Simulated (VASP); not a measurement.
# AlCu2 (P6/mmm) in VASP: single point with PBE

Aim: the single point of AlCu2 with PBE.

Everything below comes from runs of VASP 6.6.1. Logs are shortened: lines on timing, memory, paths and dates and some standing lists are left out, and cuts for length are marked.

## 1. The cell of the first run

Symmetry: P6/mmm, No. 191, hexagonal system. The conventional cell has a = 4.169 Å, b = 4.169 Å, c = 2.593 Å, α = 90.00°, β = 90.00°, γ = 120.00°. Al (site symmetry 6/mmm) has 2 Al at 2.59 Å and 12 Cu at 2.73 Å within 3.4 Å. Cu (site symmetry -6m2) has 5 Cu at 2.41 to 2.59 Å and 6 Al at 2.73 Å within 3.2 Å.

## 2. Single point, PBE

File POSCAR:

```
AlCu2
1.0
    4.1694350907     -0.0000000289      0.0000000000
   -2.0847175204      3.6108367224      0.0000000000
    0.0000000000      0.0000000000      2.5925999000
Al Cu
1 2
Direct
    0.0000000000      0.0000000000      0.0000000000
    0.3333333333      0.6666666667      0.5000000000
    0.6666666667      0.3333333333      0.5000000000
```

File INCAR.step1:

```
SYSTEM = AlCu2
PREC = Accurate
ENCUT = 520
EDIFF = 1E-7
ISMEAR = 0
SIGMA = 0.1
LREAL = .FALSE.
LASPH = .TRUE.
NELM = 100
ALGO = Fast
ISIF = 2
LWAVE = .FALSE.
LCHARG = .TRUE.
LMAXMIX = 4
GGA = PE
NBANDS = 20
```

File KPOINTS.step1:

```
regular mesh
0
G
  12 12 18
  0 0 0
```

File INCAR.step2:

```
SYSTEM = AlCu2
PREC = Accurate
ENCUT = 520
EDIFF = 1E-7
ISMEAR = -5
SIGMA = 0.1
LREAL = .FALSE.
LASPH = .TRUE.
NELM = 100
ALGO = Fast
ISIF = 2
LWAVE = .FALSE.
LCHARG = .FALSE.
LMAXMIX = 4
GGA = PE
LORBIT = 10
NEDOS = 2001
ICHARG = 11
```

File KPOINTS.step2:

```
regular mesh
0
G
  18 18 27
  0 0 0
```

Potentials or basis: VASP PAW PBE potentials, release 64 (Al, Cu).

Started as:

```bash
$ cat potpaw_PBE.64/Al/POTCAR potpaw_PBE.64/Cu/POTCAR > POTCAR
$ cp INCAR.step1 INCAR
$ cp KPOINTS.step1 KPOINTS
$ mpirun -np 1 vasp_std > vasp.out
$ cp INCAR.step2 INCAR
$ cp KPOINTS.step2 KPOINTS
$ mpirun -np 1 vasp_std > vasp.out
```

OUTCAR:

```text
SYSTEM = AlCu2
   PREC = Accurate
   ENCUT = 520
   EDIFF = 1E-7
   ISMEAR = -5
   LREAL = .FALSE.
   LASPH = .TRUE.
   NELM = 100
   ISIF = 2
   GGA = PE
   LORBIT = 10
   ICHARG = 11

 ion  position               nearest neighbor table
   1  0.000  0.000  0.000-   2 2.73   3 2.73   2 2.73   3 2.73   3 2.73   3 2.73   2 2.73   2 2.73
                             3 2.73   3 2.73   2 2.73   2 2.73
   2  0.333  0.667  0.500-   3 2.41   3 2.41   3 2.41   1 2.73   1 2.73   1 2.73   1 2.73   1 2.73
                             1 2.73
   3  0.667  0.333  0.500-   2 2.41   2 2.41   2 2.41   1 2.73   1 2.73   1 2.73   1 2.73   1 2.73
                             1 2.73

  LATTYP: Found a hexagonal cell.
 ALAT       =     4.1694350907
 C/A-ratio  =     0.6218108313

  Lattice vectors:

 A1 = (   4.1694350907,  -0.0000000289,   0.0000000000)
 A2 = (  -2.0847175204,   3.6108367224,   0.0000000000)
 A3 = (   0.0000000000,   0.0000000000,   2.5925999000)

Analysis of symmetry for initial positions (statically):
=====================================================================
 Subroutine PRICEL returns:
 Original cell was already a primitive cell.

 Routine SETGRP: Setting up the symmetry group for a
 hexagonal supercell.

 Subroutine GETGRP returns: Found 24 space group operations
 (whereof 24 operations were pure point group operations)
 out of a pool of 24 trial point group operations.

The static configuration has the point symmetry D_6h.

Analysis of symmetry for dynamics (positions and initial velocities):
=====================================================================
 Subroutine PRICEL returns:
 Original cell was already a primitive cell.

 Routine SETGRP: Setting up the symmetry group for a
 hexagonal supercell.

 Subroutine GETGRP returns: Found 24 space group operations
 (whereof 24 operations were pure point group operations)
 out of a pool of 24 trial point group operations.

The dynamic configuration has the point symmetry D_6h.

 Subroutine INISYM returns: Found 24 space group operations
 (whereof 24 operations are pure point group operations),
 and found     1 'primitive' translations

----------------------------------------------------------------------------------------

                                     Primitive cell

  volume of cell :      39.0320

  direct lattice vectors                    reciprocal lattice vectors
     4.169435091 -0.000000029  0.000000000     0.239840646  0.138472059  0.000000000
    -2.084717520  3.610836722  0.000000000     0.000000002  0.276944122  0.000000000
     0.000000000  0.000000000  2.592599900     0.000000000  0.000000000  0.385713199

  length of vectors
     4.169435091  4.169435091  2.592599900     0.276944122  0.276944122  0.385713199

  position of ions in fractional coordinates (direct lattice)
     0.000000000  0.000000000  0.000000000
     0.333333333  0.666666667  0.500000000
     0.666666667  0.333333333  0.500000000

  ion indices of the primitive-cell ions
   primitive index   ion index
                 1           1
                 2           2
                 3           3

----------------------------------------------------------------------------------------

 KPOINTS: regular mesh

Automatic generation of k-mesh.
 Grid dimensions read from file:
 generate k-points for:   18   18   27

 Generating k-lattice:

  Cartesian coordinates                     Fractional coordinates (reciprocal lattice)
     0.013324480  0.007692892  0.000000000     0.055555556 -0.000000000  0.000000000
     0.000000000  0.015385785  0.000000000     0.000000000  0.055555556  0.000000000
     0.000000000  0.000000000  0.014285674     0.000000000  0.000000000  0.037037037

  Length of vectors
     0.015385785  0.015385785  0.014285674

  Shift w.r.t. Gamma in fractional coordinates (k-lattice)
     0.000000000  0.000000000  0.000000000

 TETIRR: Found   8736 inequivalent tetrahedra from    52488

 Subroutine IBZKPT returns following result:
 ===========================================

 Found    518 irreducible k-points:

 Following reciprocal coordinates:
            Coordinates               Weight
  0.000000  0.000000  0.000000      1.000000
  0.055556 -0.000000  0.000000      6.000000
  0.111111 -0.000000  0.000000      6.000000
  0.166667  0.000000  0.000000      6.000000
  0.222222 -0.000000  0.000000      6.000000
  0.277778  0.000000  0.000000      6.000000
[... 16 lines left out ...]
  0.333333  0.111111  0.000000     12.000000
  0.388889  0.111111  0.000000     12.000000
 [... further k-points ...]
   k-points           NKPTS =    518   k-points in BZ     NKDIM =    518   number of bands    NBANDS=     16
   number of dos      NEDOS =   2001   number of ions     NIONS =      3
   total plane-waves  NPLWV =  20480
   dimension x,y,z NGX =    32 NGY =   32 NGZ =   20
   dimension x,y,z NGXF=    64 NGYF=   64 NGZF=   40
   ions per type =               1   2
   NGX,Y,Z   is equivalent  to a cutoff of  12.76, 12.76, 12.82 a.u.
   NGXF,Y,Z  is equivalent  to a cutoff of  25.52, 25.52, 25.65 a.u.
 SYSTEM =  AlCu2
   PREC   = accura    normal or accurate (medium, high low for compatibility)
   ISTART =      0    job   : 0-new  1-cont  2-samecut
   ICHARG =     11    charge: 1-file 2-atom 10-const
   ISPIN  =      1    spin polarized calculation?
   LNONCOLLINEAR =      F non collinear calculations
   LSORBIT =      F    spin-orbit coupling
   LASPH  =      T    aspherical Exc in radial PAW
   ENCUT  =  520.0 eV  38.22 Ry    6.18 a.u.   7.75  7.75  4.82*2*pi/ulx,y,z
   NELM   =    100;   NELMIN=  2; NELMDL=  0     # of ELM steps
   EDIFF  = 0.1E-06   stopping-criterion for ELM
   LREAL  =      F    real-space projection
   EDIFFG = 0.1E-05   stopping-criterion for IOM
   NSW    =      0    number of steps for IOM
   IBRION =     -1    ionic relax: 0-MD 1-quasi-New 2-CG
   NFREE  =      0    steps in history (QN), initial steepest desc. (CG)
   ISIF   =      2    stress and relaxation
   ISYM   =      2    0-nonsym 1-usesym 2-fastsym
   POTIM  = 0.5000    time-step for ionic-motion
   TEBEG  =    0.0;   TEEND  =   0.0 temperature during run
   PSTRESS=    0.0 pullay stress
   NELECT =      25.0000    total number of electrons
   NUPDOWN=      -1.0000    fix difference up-down
   EMIN   =  10.00;   EMAX   =-10.00  energy-range for DOS
   EFERMI =   0.00;   METHOD = LEGACY
   ISMEAR =    -5;   SIGMA  =   0.10  broadening in eV -4-tet -1-fermi 0-gaus
   EFERMI_NEDOS =   21; number of points for ismear=-14 and -15
   IALGO  =     68    algorithm
   IMIX   =      4    mixing-type and parameters
     AMIX     =   0.40;   BMIX     =  1.00
     AMIX_MAG =   1.60;   BMIX_MAG =  1.00
  volume/ion in A,a.u.               =      13.01        87.80
  Fermi-wavevector in a.u.,A,eV,Ry     =   1.411176  2.666737 27.094899  1.991419
  Thomas-Fermi vector in A             =   2.533055
   LORBIT       =     10    0 simple, 1 ext, 2 COOP (PROOUT), +10 PAW based schemes
   GGA     = PE    functional components
   LHFCALC =     F    Hartree Fock is set to
   AEXX    =    0.0000 exact exchange contribution
   IVDW    =     0    specifies the selected vdW correction
   LEPSILON=     F    determine dielectric tensor
   LRPA    =     F    only Hartree local field effects (RPA)
 non-spin polarized calculation
 RMM-DIIS sequential band-by-band and
 Fermi weights with tetrahedron method with Bloechl corrections
  energy-cutoff  :      520.00
  volume of cell :       39.03
 maximum number of plane-waves:      1078
 NGX is ok and might be reduce to    32

 number of electron      25.0000004 magnetization

 Free energy of the ion-electron system (eV)
  ---------------------------------------------------
  ext. energy  EPLUGINS =         0.00000000
  ---------------------------------------------------
  free energy    TOTEN  =       -11.57771237 eV

  energy without entropy =      -11.57771237  energy(sigma->0) =      -11.57771237

 E-fermi :   8.3460     XC(G=0): -11.8236

 val. band max:        8.4189766251   @ k =   0.3333   0.3333   0.4815
 cond. band min:       8.3297654232   @ k =   0.2778   0.2778   0.4444
 fundamental gap:     -0.0892112019
 Fermi energy:         8.3460352469

 k-point     1 :       0.0000    0.0000    0.0000
  band No.  band energies     occupation
      1      -2.3259      2.00000
      2       3.8242      2.00000
      3       3.8553      2.00000
      4       3.8554      2.00000
      5       4.4344      2.00000
      6       4.5350      2.00000
[... 8 lines left out ...]
     15      10.2982      0.00000
     16      10.2982      0.00000

 k-point     2 :       0.0556   -0.0000    0.0000
  band No.  band energies     occupation
      1      -2.2900      2.00000
      2       3.7599      2.00000
      3       3.8660      2.00000
      4       3.8718      2.00000
      5       4.4160      2.00000
      6       4.5410      2.00000
[... 8 lines left out ...]
     15      10.8414      0.00000
     16      11.0295      0.00000

 k-point     3 :       0.1111   -0.0000    0.0000
  band No.  band energies     occupation
      1      -2.1824      2.00000
      2       3.6058      2.00000
      3       3.8933      2.00000
      4       3.8958      2.00000
      5       4.3624      2.00000
      6       4.5548      2.00000
[... 8 lines left out ...]
     15      11.5739      0.00000
     16      11.8306      0.00000

 k-point     4 :       0.1667    0.0000    0.0000
  band No.  band energies     occupation
      1      -2.0044      2.00000
      2       3.3763      2.00000
      3       3.9223      2.00000
      4       3.9391      2.00000
      5       4.2668      2.00000
      6       4.5513      2.00000
[... 8 lines left out ...]
     15      12.3603      0.00000
     16      12.5982      0.00000

 k-point     5 :       0.2222   -0.0000    0.0000
  band No.  band energies     occupation
      1      -1.7579      2.00000
      2       3.0744      2.00000
      3       3.9591      2.00000
      4       3.9868      2.00000
      5       4.1198      2.00000
      6       4.5290      2.00000
[... 8 lines left out ...]
     15      13.1951      0.00000
     16      13.3891      0.00000

 k-point     6 :       0.2778    0.0000    0.0000
  band No.  band energies     occupation
      1      -1.4462      2.00000
      2       2.6922      2.00000
      3       3.9245      2.00000
      4       4.0091      2.00000
      5       4.0291      2.00000
      6       4.4921      2.00000
[... 8 lines left out ...]
     15      14.0756      0.00000
     16      14.2338      0.00000
[... 267 lines left out ...]
 k-point    21 :       0.2222    0.1111    0.0000
  band No.  band energies     occupation
      1      -1.3441      2.00000
      2       2.6476      2.00000
      3       3.8356      2.00000
      4       4.0180      2.00000
      5       4.0967      2.00000
      6       4.4801      2.00000
[... 8 lines left out ...]
     15      12.7566      0.00000
     16      15.5642      0.00000

 k-point    22 :       0.2778    0.1111    0.0000
  band No.  band energies     occupation
      1      -0.9769      2.00000
      2       2.2377      2.00000
      3       3.5973      2.00000
      4       4.0664      2.00000
      5       4.1357      2.00000
      6       4.4352      2.00000
[... 8 lines left out ...]
     15      13.6322      0.00000
     16      16.4839      0.00000

 k-point    23 :       0.3333    0.1111    0.0000
  band No.  band energies     occupation
      1      -0.5655      2.00000
      2       1.7652      2.00000
      3       3.4027      2.00000
      4       4.1169      2.00000
      5       4.1572      2.00000
      6       4.3866      2.00000
[... 8 lines left out ...]
     15      14.5865      0.00000
     16      17.2901      0.00000

 k-point    24 :       0.3889    0.1111    0.0000
  band No.  band energies     occupation
      1      -0.1497      2.00000
      2       1.2948      2.00000
      3       3.2827      2.00000
      4       4.1595      2.00000
      5       4.1706      2.00000
      6       4.3411      2.00000
[... 8 lines left out ...]
     15      15.5883      0.00000
     16      17.4248      0.00000

 [... further k-points ...]
[... 5 lines left out ...]
  --------------------------------------------------------------------------------------
  -------------------------------------------------------------------------------------
  Total        0.1119836      0.1119836      0.0882814     -0.0000000      0.0000000      0.0000000
  in kB        4.5966804      4.5966804      3.6237601     -0.0000000      0.0000000      0.0000000
  external PRESSURE =       4.2723737 kB  Pullay stress =       0.0000000 kB

 VOLUME and BASIS-vectors are now :
 -----------------------------------------------------------------------------
  energy-cutoff  :      520.00
  volume of cell :       39.03
      direct lattice vectors                 reciprocal lattice vectors
     4.169435091 -0.000000029  0.000000000     0.239840646  0.138472059  0.000000000
    -2.084717520  3.610836722  0.000000000     0.000000002  0.276944122  0.000000000
     0.000000000  0.000000000  2.592599900     0.000000000  0.000000000  0.385713199

 POSITION                                       TOTAL-FORCE (eV/Angst)
 -----------------------------------------------------------------------------------
      0.00000      0.00000      0.00000         0.000000      0.000000      0.000000
      0.00000      2.40722      1.29630        -0.000000     -0.000000      0.000000
      2.08472      1.20361      1.29630         0.000000      0.000000      0.000000
 -----------------------------------------------------------------------------------
    total drift:                                0.000000      0.000000      0.000000

  FREE ENERGIE OF THE ION-ELECTRON SYSTEM (eV)
  ---------------------------------------------------
  free  energy   TOTEN  =       -11.5777123654 eV

  energy  without entropy=      -11.5777123654  energy(sigma->0) =      -11.57771237

 total charge

# of ion       s       p       d       tot
------------------------------------------
    1        0.368   0.384   0.000   0.752
    2        0.450   0.414   9.168  10.032
    3        0.450   0.414   9.168  10.032
--------------------------------------------------
tot          1.269   1.212  18.335  20.815
```

It took 7 min on 1 thread of AMD EPYC 7R43 (Zen 3), shared host; peak memory 0.38 GiB.

What came out:

* Valence electrons inside the program's atomic spheres: Al 0.75; Cu 10.03

Caveat: tetrahedron occupations give inexact forces and stress in metals.
